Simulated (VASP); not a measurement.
Runs of VASP 6.6.1 on TiO2. Symmetry: C2/c, No. 15, monoclinic system. The conventional cell has a = 5.412 Å, b = 5.413 Å, c = 5.472 Å, α = 90.00°, β = 118.77°, γ = 90.00°. Within 2.6 Å of Ti (site symmetry 2) lie 6 O at 1.93 to 2.00 Å. Within 2.6 Å of O (site symmetry 1) lie 3 Ti at 1.93 to 2.00 Å and 2 O at 2.50 Å. 

```tsv
k mesh	gap on the mesh (eV)	pressure (GPa)	largest force (eV/Å)
6 × 6 × 4	2.01	-6.9	0.22
3 × 3 × 3	2.09	-7.1	0.14
3 × 3 × 2	(a)	(b)	0.15
4 × 4 × 3	2.01	-6.9	0.21
```

Alike in all rows: task single point; level PBEsol; potentials or basis VASP PAW PBE potentials, release 64 (Ti_sv, O); no spin polarisation; cell as given; cutoff (eV) 520; smearing gaussian 0.01 eV.

Problem. Estimate the missing entries.

Solution. (a) 2.08; (b) -7.0.

Caveats: some runs use coarse meshes; the PAW data sets were made with another functional, which shifts forces and pressure a little.

A k mesh can miss the band edges.
